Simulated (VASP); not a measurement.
# SiB4 (P3m1) in VASP: a series of runs

The runs below take SiB4 through single point, relaxation of cell and atoms, with PBE.

Program: VASP 6.6.1. These are calculated values, not measurements. Logs are shortened: lines on timing, memory, paths and dates and some standing lists are left out, and cuts for length are marked.

**1. The cell of the first run**

It takes space group P3m1 (No. 156, trigonal). Conventional cell: a = 3.438 Å, b = 3.438 Å, c = 4.632 Å, α = 90.00°, β = 90.00°, γ = 120.00°. Within 2.8 Å of Si (site symmetry 3m) lie 9 B at 2.04 to 2.72 Å. B (site symmetry m) has 5 B at 1.70 to 1.90 Å and 1 Si at 2.33 Å within 2.4 Å. B (site symmetry 3m) has 3 B at 1.90 Å and 3 Si at 2.04 Å within 2.5 Å.

The cell was built from a structure type or drawn by symmetry, and may not be a known phase.

**2. Single point, PBE**

The input, INCAR:

```
SYSTEM = SiB4
PREC = Accurate
ENCUT = 520
EDIFF = 1E-6
ISMEAR = 0
SIGMA = 0.1
LREAL = .FALSE.
LASPH = .TRUE.
NELM = 60
ALGO = Normal
ISIF = 2
LWAVE = .FALSE.
LCHARG = .FALSE.
GGA = PE
NBANDS = 16
```

The input, KPOINTS:

```
regular mesh
0
G
  12 12 8
  0 0 0
```

The input, POSCAR:

```
SiB4
1.0
    3.4375328895      0.0000000000      0.0000000000
   -1.7187664447      2.9769908087      0.0000000000
    0.0000000000      0.0000000000      4.6318359960
Si B
1 4
Direct
    0.3333333333      0.6666666667      0.4112815262
    0.1649611205      0.8350388795      0.8654697669
    0.1649611205      0.3299222410      0.8654697669
    0.6700777590      0.8350388795      0.8654697669
    0.0000000000      0.0000000000      0.5144901129
```

Potentials or basis: VASP PAW PBE potentials, release 64 (Si, B).

Launch:

```console
$ cat potpaw_PBE.64/Si/POTCAR potpaw_PBE.64/B/POTCAR > POTCAR
$ mpirun -np 1 vasp_std > vasp.out
```

OUTCAR:

```text
SYSTEM = SiB4
   PREC = Accurate
   ENCUT = 520
   EDIFF = 1E-6
   ISMEAR = 0
   LREAL = .FALSE.
   LASPH = .TRUE.
   NELM = 60
   ISIF = 2
   GGA = PE

 ion  position               nearest neighbor table
   1  0.333  0.667  0.411-   5 2.04   5 2.04   5 2.04   2 2.33   4 2.33   3 2.33
   2  0.165  0.835  0.865-   4 1.70   3 1.70   4 1.74   3 1.74   5 1.90   1 2.33
   3  0.165  0.330  0.865-   2 1.70   4 1.70   2 1.74   4 1.74   5 1.90   1 2.33
   4  0.670  0.835  0.865-   2 1.70   3 1.70   2 1.74   3 1.74   5 1.90   1 2.33
   5  0.000  0.000  0.514-   2 1.90   4 1.90   3 1.90   1 2.04   1 2.04   1 2.04

  LATTYP: Found a hexagonal cell.
 ALAT       =     3.4375328895
 C/A-ratio  =     1.3474303068

  Lattice vectors:

 A1 = (   3.4375328895,   0.0000000000,   0.0000000000)
 A2 = (  -1.7187664447,   2.9769908087,   0.0000000000)
 A3 = (   0.0000000000,   0.0000000000,   4.6318359960)

Analysis of symmetry for initial positions (statically):
=====================================================================
 Subroutine PRICEL returns:
 Original cell was already a primitive cell.

 Routine SETGRP: Setting up the symmetry group for a
 hexagonal supercell.

 Subroutine GETGRP returns: Found  6 space group operations
 (whereof  6 operations were pure point group operations)
 out of a pool of 24 trial point group operations.

The static configuration has the point symmetry C_3v.

Analysis of symmetry for dynamics (positions and initial velocities):
=====================================================================
 Subroutine PRICEL returns:
 Original cell was already a primitive cell.

 Routine SETGRP: Setting up the symmetry group for a
 hexagonal supercell.

 Subroutine GETGRP returns: Found  6 space group operations
 (whereof  6 operations were pure point group operations)
 out of a pool of 24 trial point group operations.

The dynamic configuration has the point symmetry C_3v.

 Subroutine INISYM returns: Found  6 space group operations
 (whereof  6 operations are pure point group operations),
 and found     1 'primitive' translations

----------------------------------------------------------------------------------------

                                     Primitive cell

  volume of cell :      47.3999

  direct lattice vectors                    reciprocal lattice vectors
     3.437532889  0.000000000  0.000000000     0.290906308  0.167954835  0.000000000
    -1.718766445  2.976990809  0.000000000     0.000000000  0.335909670  0.000000000
     0.000000000  0.000000000  4.631835996     0.000000000  0.000000000  0.215897109

  length of vectors
     3.437532889  3.437532890  4.631835996     0.335909670  0.335909670  0.215897109

  position of ions in fractional coordinates (direct lattice)
     0.333333333  0.666666667  0.411281526
     0.164961121  0.835038879  0.865469767
     0.164961121  0.329922241  0.865469767
     0.670077759  0.835038879  0.865469767
     0.000000000  0.000000000  0.514490113

  ion indices of the primitive-cell ions
   primitive index   ion index
                 1           1
                 2           2
                 3           3
                 4           4
                 5           5

----------------------------------------------------------------------------------------

 KPOINTS: regular mesh

Automatic generation of k-mesh.
 Grid dimensions read from file:
 generate k-points for:   12   12    8

 Generating k-lattice:

  Cartesian coordinates                     Fractional coordinates (reciprocal lattice)
     0.024242192  0.013996236  0.000000000     0.083333333  0.000000000  0.000000000
     0.000000000  0.027992472  0.000000000     0.000000000  0.083333333  0.000000000
     0.000000000  0.000000000  0.026987139     0.000000000  0.000000000  0.125000000

  Length of vectors
     0.027992472  0.027992472  0.026987139

  Shift w.r.t. Gamma in fractional coordinates (k-lattice)
     0.000000000  0.000000000  0.000000000

 Subroutine IBZKPT returns following result:
 ===========================================

 Found    131 irreducible k-points:

 Following reciprocal coordinates:
            Coordinates               Weight
  0.000000  0.000000  0.000000      1.000000
  0.083333 -0.000000  0.000000      6.000000
  0.166667 -0.000000  0.000000      6.000000
  0.250000  0.000000  0.000000      6.000000
  0.333333 -0.000000  0.000000      6.000000
  0.416667  0.000000  0.000000      6.000000
[... 16 lines left out ...]
  0.166667 -0.000000  0.125000      6.000000
  0.000000  0.166667  0.125000      6.000000
 [... further k-points ...]
   k-points           NKPTS =    131   k-points in BZ     NKDIM =    131   number of bands    NBANDS=     16
   number of dos      NEDOS =    301   number of ions     NIONS =      5
   total plane-waves  NPLWV =  28224
   dimension x,y,z NGX =    28 NGY =   28 NGZ =   36
   dimension x,y,z NGXF=    56 NGYF=   56 NGZF=   72
   ions per type =               1   4
   NGX,Y,Z   is equivalent  to a cutoff of  13.54, 13.54, 12.92 a.u.
   NGXF,Y,Z  is equivalent  to a cutoff of  27.08, 27.08, 25.84 a.u.
 SYSTEM =  SiB4
   PREC   = accura    normal or accurate (medium, high low for compatibility)
   ISTART =      0    job   : 0-new  1-cont  2-samecut
   ICHARG =      2    charge: 1-file 2-atom 10-const
   ISPIN  =      1    spin polarized calculation?
   LNONCOLLINEAR =      F non collinear calculations
   LSORBIT =      F    spin-orbit coupling
   LASPH  =      T    aspherical Exc in radial PAW
   ENCUT  =  520.0 eV  38.22 Ry    6.18 a.u.   6.39  6.39  8.61*2*pi/ulx,y,z
   NELM   =     60;   NELMIN=  2; NELMDL= -5     # of ELM steps
   EDIFF  = 0.1E-05   stopping-criterion for ELM
   LREAL  =      F    real-space projection
   EDIFFG = 0.1E-04   stopping-criterion for IOM
   NSW    =      0    number of steps for IOM
   IBRION =     -1    ionic relax: 0-MD 1-quasi-New 2-CG
   NFREE  =      0    steps in history (QN), initial steepest desc. (CG)
   ISIF   =      2    stress and relaxation
   ISYM   =      2    0-nonsym 1-usesym 2-fastsym
   POTIM  = 0.5000    time-step for ionic-motion
   TEBEG  =    0.0;   TEEND  =   0.0 temperature during run
   PSTRESS=    0.0 pullay stress
   NELECT =      16.0000    total number of electrons
   NUPDOWN=      -1.0000    fix difference up-down
   EMIN   =  10.00;   EMAX   =-10.00  energy-range for DOS
   EFERMI =   0.00;   METHOD = LEGACY
   ISMEAR =     0;   SIGMA  =   0.10  broadening in eV -4-tet -1-fermi 0-gaus
   EFERMI_NEDOS =   21; number of points for ismear=-14 and -15
   IALGO  =     38    algorithm
   IMIX   =      4    mixing-type and parameters
     AMIX     =   0.40;   BMIX     =  1.00
     AMIX_MAG =   1.60;   BMIX_MAG =  1.00
  volume/ion in A,a.u.               =       9.48        63.97
  Fermi-wavevector in a.u.,A,eV,Ry     =   1.139871  2.154044 17.678125  1.299306
  Thomas-Fermi vector in A             =   2.276574
   LORBIT       =      0    0 simple, 1 ext, 2 COOP (PROOUT), +10 PAW based schemes
   GGA     = PE    functional components
   LHFCALC =     F    Hartree Fock is set to
   AEXX    =    0.0000 exact exchange contribution
   IVDW    =     0    specifies the selected vdW correction
   LEPSILON=     F    determine dielectric tensor
   LRPA    =     F    only Hartree local field effects (RPA)
 non-spin polarized calculation
 Gauss-broadening in eV      SIGMA  =   0.10
  energy-cutoff  :      520.00
  volume of cell :       47.40
 maximum number of plane-waves:      1302
 NGX is ok and might be reduce to    28
   NGX = 13   NGY = 13   NGZ = 17

 number of electron      16.0000000 magnetization

 Free energy of the ion-electron system (eV)
  ---------------------------------------------------
  ext. energy  EPLUGINS =         0.00000000
  ---------------------------------------------------
  free energy    TOTEN  =       -29.52646746 eV

  energy without entropy =      -29.52013897  energy(sigma->0) =      -29.52330322

 E-fermi :   6.2109     XC(G=0): -10.9813

 val. band max:        6.1829589876   @ k =   0.3333  -0.0000   0.1250
 cond. band min:       6.2154346728   @ k =   0.3333   0.1667   0.1250
 fundamental gap:      0.0324756852
 Fermi energy:         6.2108692853

 k-point     1 :       0.0000    0.0000    0.0000
  band No.  band energies     occupation
      1      -8.8791      2.00000
      2      -2.4496      2.00000
      3      -1.8037      2.00000
      4      -0.6445      2.00000
      5       4.0263      2.00000
      6       4.0263      2.00000
[... 8 lines left out ...]
     15      12.6624      0.00000
     16      12.6624      0.00000

 k-point     2 :       0.0833   -0.0000    0.0000
  band No.  band energies     occupation
      1      -8.7928      2.00000
      2      -2.3727      2.00000
      3      -1.8525      2.00000
      4      -0.6494      2.00000
      5       3.4799      2.00000
      6       3.6132      2.00000
[... 8 lines left out ...]
     15      13.2556      0.00000
     16      13.4316      0.00000

 k-point     3 :       0.1667   -0.0000    0.0000
  band No.  band energies     occupation
      1      -8.5361      2.00000
      2      -2.2568      2.00000
      3      -2.0081      2.00000
      4      -0.5408      2.00000
      5       2.6208      2.00000
      6       3.0164      2.00000
[... 8 lines left out ...]
     15      14.2444      0.00000
     16      14.5243      0.00000
[... 362 lines left out ...]
 k-point    23 :       0.1667   -0.0000    0.1250
  band No.  band energies     occupation
      1      -8.4856      2.00000
      2      -2.9088      2.00000
      3      -1.9568      2.00000
      4       0.2478      2.00000
      5       2.6040      2.00000
      6       3.0656      2.00000
[... 8 lines left out ...]
     15      14.3195      0.00000
     16      14.4149      0.00000

 k-point    24 :       0.0000    0.1667    0.1250
  band No.  band energies     occupation
      1      -8.4855      2.00000
      2      -2.9136      2.00000
      3      -1.9511      2.00000
      4       0.2470      2.00000
      5       2.6674      2.00000
      6       3.0343      2.00000
[... 8 lines left out ...]
     15      13.9834      0.00000
     16      14.2676      0.00000

 [... further k-points ...]

------------------------ aborting loop because EDIFF is reached ----------------------------------------

  FORCE on cell =-STRESS in cart. coord.  units (eV):
  Direction    XX          YY          ZZ          XY          YZ          ZX
  --------------------------------------------------------------------------------------
  -------------------------------------------------------------------------------------
  Total       -0.0028934     -0.0028934     -0.0272853     -0.0000000      0.0000000      0.0000000
  in kB       -0.0978010     -0.0978010     -0.9222791     -0.0000000      0.0000000      0.0000000
  external PRESSURE =      -0.3726270 kB  Pullay stress =       0.0000000 kB

 VOLUME and BASIS-vectors are now :
 -----------------------------------------------------------------------------
  energy-cutoff  :      520.00
  volume of cell :       47.40
      direct lattice vectors                 reciprocal lattice vectors
     3.437532889  0.000000000  0.000000000     0.290906308  0.167954835  0.000000000
    -1.718766445  2.976990809  0.000000000     0.000000000  0.335909670  0.000000000
     0.000000000  0.000000000  4.631835996     0.000000000  0.000000000  0.215897109

 POSITION                                       TOTAL-FORCE (eV/Angst)
 -----------------------------------------------------------------------------------
     -0.00000      1.98466      1.90499        -0.000000     -0.000000      0.001320
     -0.86818      2.48590      4.00871         0.005497     -0.003174      0.002002
      0.00000      0.98218      4.00871         0.000000      0.006348      0.002002
      0.86818      2.48590      4.00871        -0.005497     -0.003174      0.002002
      0.00000      0.00000      2.38303        -0.000000     -0.000000     -0.007327
 -----------------------------------------------------------------------------------
    total drift:                                0.000000      0.000000     -0.000103

  FREE ENERGIE OF THE ION-ELECTRON SYSTEM (eV)
  ---------------------------------------------------
  free  energy   TOTEN  =       -29.5264674596 eV

  energy  without entropy=      -29.5201389729  energy(sigma->0) =      -29.52330322
```

It took 1.9 min on 1 thread of Intel Xeon Platinum 8259CL at 2.50GHz (Skylake/Cascade Lake), shared host; peak memory 0.22 GiB.

What came out:

```
Free energy            : -29.5265 eV
Pressure               : 0.0 GPa
Largest force          : 0.007 eV/Å
Band gap on the k mesh : zero (bands 8 and 9 overlap by 1.54 eV)
```

Forces in eV/Å, atoms in the order of the input:
```
Si   0.000  0.000  0.001
B    0.005 -0.003  0.002
B    0.000  0.006  0.002
B   -0.005 -0.003  0.002
B    0.000  0.000 -0.007
```

(Part 1 of 2 ends here.)
